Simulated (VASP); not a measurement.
# Cd2S (Cm) in VASP: relaxation of cell and atoms with PBE

Aim: the relaxation of cell and atoms of Cd2S with PBE.

All numbers are computed with VASP 6.6.1; they aren't measurements. Logs are shortened: lines on timing, memory, paths and dates and some standing lists are left out, and cuts for length are marked.

### Step 1. The cell of the first run

It takes space group Cm (No. 8, monoclinic). Conventional cell: a = 7.077 Å, b = 3.853 Å, c = 5.906 Å, α = 90.00°, β = 95.04°, γ = 90.00°. Cd (site symmetry m) has 2 S at 2.67 Å and 2 Cd at 2.70 to 3.39 Å within 3.5 Å. Cd (site symmetry m) has 3 S at 2.60 to 2.75 Å and 2 Cd at 2.70 to 3.39 Å within 3.4 Å. S (site symmetry m) has 5 Cd at 2.60 to 2.75 Å within 3.4 Å.

### Step 2. Relaxation of cell and atoms, PBE

INCAR reads:

```
SYSTEM = Cd2S
PREC = Accurate
ENCUT = 500
EDIFF = 1E-7
ISMEAR = 0
SIGMA = 0.01
LREAL = .False.
LASPH = .True.
NELM = 120
ALGO = Normal
ISIF = 3
LWAVE = .False.
LCHARG = .False.
GGA = PE
IBRION = 2
NSW = 100
EDIFFG = -0.01
GGA_COMPAT = .False.
NELMIN = 4
```

KPOINTS reads:

```
regular mesh
0
Gamma
  10 10 6
  0 0 0
```

POSCAR reads:

```
Cd2S
1.0
    3.5383781692     -1.9267217409      0.0000000000
    3.5383781692      1.9267217409      0.0000000000
   -0.5184019883      0.0000000000      5.8827500662
Cd S
2 1
Direct
    0.5121066311      0.5121066311      0.4639869051
    0.4066412156      0.4066412156      0.0137043500
    0.0812130001      0.0812130001      0.7723087450
```

Potentials or basis: VASP PAW PBE potentials, release 64 (Cd, S).

The run is started by

```bash
$ cat potpaw_PBE.64/Cd/POTCAR potpaw_PBE.64/S/POTCAR > POTCAR
$ mpirun -np 1 vasp_std > vasp.out
```

OUTCAR:

```text
SYSTEM = Cd2S
   PREC = Accurate
   ENCUT = 500
   EDIFF = 1E-7
   ISMEAR = 0
   LREAL = .False.
   LASPH = .True.
   NELM = 120
   ISIF = 3
   GGA = PE
   IBRION = 2
   NSW = 100
   EDIFFG = -0.01
   NELMIN = 4

 ion  position               nearest neighbor table
   1  0.512  0.512  0.464-   3 2.67   3 2.67   2 2.70   2 3.39
   2  0.407  0.407  0.014-   3 2.60   1 2.70   3 2.75   3 2.75   1 3.39
   3  0.081  0.081  0.772-   2 2.60   1 2.67   1 2.67   2 2.75   2 2.75

  LATTYP: Found a base centered monoclinic cell.
 ALAT       =     7.0767563384
 B/A-ratio  =     0.5445211475
 C/A-ratio  =     0.8344991719
 COS(beta)  =    -0.0877822091

  Lattice vectors:

 A1 = (   3.5383781692,  -1.9267217409,   0.0000000000)
 A2 = (   3.5383781692,   1.9267217409,   0.0000000000)
 A3 = (  -0.5184019883,   0.0000000000,   5.8827500662)

Analysis of symmetry for initial positions (statically):
=====================================================================
 Subroutine PRICEL returns:
 Original cell was already a primitive cell.

 Routine SETGRP: Setting up the symmetry group for a
 base centered monoclinic supercell.

 Subroutine GETGRP returns: Found  2 space group operations
 (whereof  2 operations were pure point group operations)
 out of a pool of  4 trial point group operations.

The static configuration has the point symmetry C_1h.

Analysis of symmetry for dynamics (positions and initial velocities):
=====================================================================
 Subroutine PRICEL returns:
 Original cell was already a primitive cell.

 Routine SETGRP: Setting up the symmetry group for a
 base centered monoclinic supercell.

 Subroutine GETGRP returns: Found  2 space group operations
 (whereof  2 operations were pure point group operations)
 out of a pool of  4 trial point group operations.

The dynamic configuration has the point symmetry C_1h.

 Subroutine INISYM returns: Found  2 space group operations
 (whereof  2 operations are pure point group operations),
 and found     1 'primitive' translations

----------------------------------------------------------------------------------------

                                     Primitive cell

  volume of cell :      80.2109

  direct lattice vectors                    reciprocal lattice vectors
     3.538378169 -1.926721741  0.000000000     0.141307677 -0.259508153  0.012452370
     3.538378169  1.926721741  0.000000000     0.141307677  0.259508153  0.012452370
    -0.518401988  0.000000000  5.882750066     0.000000000  0.000000000  0.169988524

  length of vectors
     4.028942384  4.028942384  5.905547304     0.295748884  0.295748884  0.169988524

  position of ions in fractional coordinates (direct lattice)
     0.512106631  0.512106631  0.463986905
     0.406641216  0.406641216  0.013704350
     0.081213000  0.081213000  0.772308745

  ion indices of the primitive-cell ions
   primitive index   ion index
                 1           1
                 2           2
                 3           3

----------------------------------------------------------------------------------------

 KPOINTS: regular mesh

Automatic generation of k-mesh.
 Grid dimensions read from file:
 generate k-points for:   10   10    6

 Generating k-lattice:

  Cartesian coordinates                     Fractional coordinates (reciprocal lattice)
     0.014130768 -0.025950815  0.001245237     0.100000000  0.000000000  0.000000000
     0.014130768  0.025950815  0.001245237     0.000000000  0.100000000  0.000000000
     0.000000000  0.000000000  0.028331421     0.000000000  0.000000000  0.166666667

  Length of vectors
     0.029574888  0.029574888  0.028331421

  Shift w.r.t. Gamma in fractional coordinates (k-lattice)
     0.000000000  0.000000000  0.000000000

 Subroutine IBZKPT returns following result:
 ===========================================

 Found    172 irreducible k-points:

 Following reciprocal coordinates:
            Coordinates               Weight
  0.000000  0.000000  0.000000      1.000000
  0.100000  0.000000  0.000000      4.000000
  0.200000  0.000000  0.000000      4.000000
  0.300000  0.000000  0.000000      4.000000
  0.400000  0.000000  0.000000      4.000000
  0.500000  0.000000 -0.000000      2.000000
[... 16 lines left out ...]
  0.300000  0.300000  0.000000      2.000000
  0.400000  0.300000 -0.000000      4.000000
 [... further k-points ...]
   k-points           NKPTS =    172   k-points in BZ     NKDIM =    172   number of bands    NBANDS=     19
   number of dos      NEDOS =    301   number of ions     NIONS =      3
   total plane-waves  NPLWV =  43200
   dimension x,y,z NGX =    30 NGY =   30 NGZ =   48
   dimension x,y,z NGXF=    60 NGYF=   60 NGZF=   96
   ions per type =               2   1
   NGX,Y,Z   is equivalent  to a cutoff of  12.38, 12.38, 13.51 a.u.
   NGXF,Y,Z  is equivalent  to a cutoff of  24.76, 24.76, 27.02 a.u.
 SYSTEM =  Cd2S
   PREC   = accura    normal or accurate (medium, high low for compatibility)
   ISTART =      0    job   : 0-new  1-cont  2-samecut
   ICHARG =      2    charge: 1-file 2-atom 10-const
   ISPIN  =      1    spin polarized calculation?
   LNONCOLLINEAR =      F non collinear calculations
   LSORBIT =      F    spin-orbit coupling
   LASPH  =      T    aspherical Exc in radial PAW
   ENCUT  =  500.0 eV  36.75 Ry    6.06 a.u.   7.35  7.35 10.77*2*pi/ulx,y,z
   NELM   =    120;   NELMIN=  4; NELMDL= -5     # of ELM steps
   EDIFF  = 0.1E-06   stopping-criterion for ELM
   LREAL  =      F    real-space projection
   EDIFFG = -.1E-01   stopping-criterion for IOM
   NSW    =    100    number of steps for IOM
   IBRION =      2    ionic relax: 0-MD 1-quasi-New 2-CG
   NFREE  =      1    steps in history (QN), initial steepest desc. (CG)
   ISIF   =      3    stress and relaxation
   ISYM   =      2    0-nonsym 1-usesym 2-fastsym
   POTIM  = 0.5000    time-step for ionic-motion
   TEBEG  =    0.0;   TEEND  =   0.0 temperature during run
   PSTRESS=    0.0 pullay stress
   NELECT =      30.0000    total number of electrons
   NUPDOWN=      -1.0000    fix difference up-down
   EMIN   =  10.00;   EMAX   =-10.00  energy-range for DOS
   EFERMI =   0.00;   METHOD = LEGACY
   ISMEAR =     0;   SIGMA  =   0.01  broadening in eV -4-tet -1-fermi 0-gaus
   EFERMI_NEDOS =   21; number of points for ismear=-14 and -15
   IALGO  =     38    algorithm
   IMIX   =      4    mixing-type and parameters
     AMIX     =   0.40;   BMIX     =  1.00
     AMIX_MAG =   1.60;   BMIX_MAG =  1.00
  volume/ion in A,a.u.               =      26.74       180.43
  Fermi-wavevector in a.u.,A,eV,Ry     =   1.179517  2.228963 18.929232  1.391259
  Thomas-Fermi vector in A             =   2.315826
   LORBIT       =      0    0 simple, 1 ext, 2 COOP (PROOUT), +10 PAW based schemes
   GGA     = PE    functional components
   LHFCALC =     F    Hartree Fock is set to
   AEXX    =    0.0000 exact exchange contribution
   IVDW    =     0    specifies the selected vdW correction
   LEPSILON=     F    determine dielectric tensor
   LRPA    =     F    only Hartree local field effects (RPA)
 conjugate gradient relaxation of ions
 non-spin polarized calculation
 Gauss-broadening in eV      SIGMA  =   0.01
  energy-cutoff  :      500.00
  volume of cell :       80.21
 maximum number of plane-waves:      2051
 NGX is ok and might be reduce to    30
   NGX = 15   NGY = 15   NGZ = 21

--------------------------------------- Ionic step        1  -------------------------------------------

 number of electron      30.0000000 magnetization

 Free energy of the ion-electron system (eV)
  ---------------------------------------------------
  ext. energy  EPLUGINS =         0.00000000
  ---------------------------------------------------
  free energy    TOTEN  =        -6.46239803 eV

  energy without entropy =       -6.46239803  energy(sigma->0) =       -6.46239803

------------------------ aborting loop because EDIFF is reached ----------------------------------------

  FORCE on cell =-STRESS in cart. coord.  units (eV):
  Direction    XX          YY          ZZ          XY          YZ          ZX
  --------------------------------------------------------------------------------------
  -------------------------------------------------------------------------------------
  Total        0.0308793      0.1487916      0.2342611      0.0000000      0.0000000      0.0041642
  in kB        0.6168010      2.9720446      4.6792585      0.0000000      0.0000000      0.0831773
  external PRESSURE =       2.7560347 kB  Pullay stress =       0.0000000 kB

 VOLUME and BASIS-vectors are now :
 -----------------------------------------------------------------------------
  energy-cutoff  :      500.00
  volume of cell :       80.21
      direct lattice vectors                 reciprocal lattice vectors
     3.538378169 -1.926721741  0.000000000     0.141307677 -0.259508153  0.012452370
     3.538378169  1.926721741  0.000000000     0.141307677  0.259508153  0.012452370
    -0.518401988  0.000000000  5.882750066     0.000000000  0.000000000  0.169988524
[... 112 lines left out ...]
 POSITION                                       TOTAL-FORCE (eV/Angst)
 -----------------------------------------------------------------------------------
      3.38529      0.00000      2.73802         0.000888      0.000000     -0.008477
      2.87171      0.00000      0.08157         0.004771      0.000000      0.009451
      0.17464      0.00000      4.55806        -0.005659      0.000000     -0.000974
 -----------------------------------------------------------------------------------
    total drift:                                0.000344     -0.000000     -0.000241

  FREE ENERGIE OF THE ION-ELECTRON SYSTEM (eV)
  ---------------------------------------------------
  free  energy   TOTEN  =        -6.4629321012 eV

  energy  without entropy=       -6.4629321012  energy(sigma->0) =       -6.46293210

--------------------------------------- Ionic step        5  -------------------------------------------

 number of electron      30.0000000 magnetization

 Free energy of the ion-electron system (eV)
  ---------------------------------------------------
  ext. energy  EPLUGINS =         0.00000000
  ---------------------------------------------------
  free energy    TOTEN  =        -6.46297628 eV

  energy without entropy =       -6.46297628  energy(sigma->0) =       -6.46297628

 E-fermi :   1.3828     XC(G=0):  -9.1914

 val. band max:        1.2835263885   @ k =  -0.3000   0.3000   0.0000
 cond. band min:       1.5006089397   @ k =   0.0000   0.0000   0.5000
 fundamental gap:      0.2170825512
 Fermi energy:         1.3827597831

 k-point     1 :       0.0000    0.0000    0.0000
  band No.  band energies     occupation
      1     -11.4093      2.00000
      2      -7.2149      2.00000
      3      -6.9385      2.00000
      4      -6.8675      2.00000
      5      -6.7258      2.00000
      6      -6.6723      2.00000
[... 11 lines left out ...]
     18       7.3699      0.00000
     19       8.1792      0.00000
[... 485 lines left out ...]
 k-point    24 :       0.4000    0.3000   -0.0000
  band No.  band energies     occupation
      1     -11.1043      2.00000
      2      -7.2232      2.00000
      3      -6.9962      2.00000
      4      -6.8625      2.00000
      5      -6.7309      2.00000
      6      -6.6084      2.00000
[... 11 lines left out ...]
     18       6.0671      0.00000
     19       7.1118      0.00000

 [... further k-points ...]

------------------------ aborting loop because EDIFF is reached ----------------------------------------

  FORCE on cell =-STRESS in cart. coord.  units (eV):
  Direction    XX          YY          ZZ          XY          YZ          ZX
  --------------------------------------------------------------------------------------
  -------------------------------------------------------------------------------------
  Total       -0.0264915      0.0103865     -0.0025997      0.0000000      0.0000000     -0.0122263
  in kB       -0.5261948      0.2063039     -0.0516382      0.0000000      0.0000000     -0.2428479
  external PRESSURE =      -0.1238430 kB  Pullay stress =       0.0000000 kB

 VOLUME and BASIS-vectors are now :
 -----------------------------------------------------------------------------
  energy-cutoff  :      500.00
  volume of cell :       80.66
      direct lattice vectors                 reciprocal lattice vectors
     3.537889736 -1.931597141 -0.000988949     0.141330666 -0.258853148  0.012451803
     3.537889736  1.931597141 -0.000988949     0.141330666  0.258853148  0.012451803
    -0.519980358  0.000000000  5.901889875     0.000047364  0.000000000  0.169441425

 POSITION                                       TOTAL-FORCE (eV/Angst)
 -----------------------------------------------------------------------------------
      3.38251      0.00000      2.73641         0.002809      0.000000      0.001495
      2.87028      0.00000      0.08108         0.006404      0.000000      0.002007
      0.17274      0.00000      4.55790        -0.009213      0.000000     -0.003502
 -----------------------------------------------------------------------------------
    total drift:                                0.000389      0.000000     -0.000289

  FREE ENERGIE OF THE ION-ELECTRON SYSTEM (eV)
  ---------------------------------------------------
  free  energy   TOTEN  =        -6.4629762760 eV

  energy  without entropy=       -6.4629762760  energy(sigma->0) =       -6.46297628

 reached required accuracy - stopping structural energy minimisation
```

It took 19 min on 1 thread of Oxide Virtual Turin-like, shared host; peak memory 0.33 GiB.

What came out:

* Free energy: -6.4630 eV
* Relaxed volume: 26.89 Å³/atom
* Relaxed cell: a = 4.031 Å, b = 4.031 Å, c = 5.925 Å, α = 94.43°, β = 94.43°, γ = 57.27°
* Space group after relaxing (to 0.1 Å): Cm (No. 8)
* Energy gained by relaxing: 0.2 meV/atom
* Ionic steps: 5
* Pressure after relaxing: 0.0 GPa
* Largest force after relaxing: 0.010 eV/Å
* Band gap on the k mesh: 0.22 eV (least direct gap 0.47 eV)

Forces in eV/Å, atoms in the order of the input:
```
Cd   0.003  0.000  0.001
Cd   0.006  0.000  0.002
S   -0.009  0.000 -0.004
```

The path:
```tsv
step	energy change (eV)	largest force (eV/Å)	pressure (GPa)	volume (Å³)
1	0.0000	0.0137	0.28	80.21
2	-0.0005	0.0107	-0.07	80.75
3	-0.0005	0.0106	-0.01	80.66
4	-0.0005	0.0106	-0.02	80.67
5	-0.0006	0.0099	-0.01	80.66
```

Final structure:
```xyz
3
Lattice="3.5379 -1.9316 -0.0010 3.5379 1.9316 -0.0010 -0.5200 0.0000 5.9019" Properties=species:S:1:pos:R:3 pbc="T T T"
Cd    3.3825    0.0000    2.7364
Cd    2.8703    0.0000    0.0811
S     0.1727    0.0000    4.5579
```

A k mesh can miss the band edges.
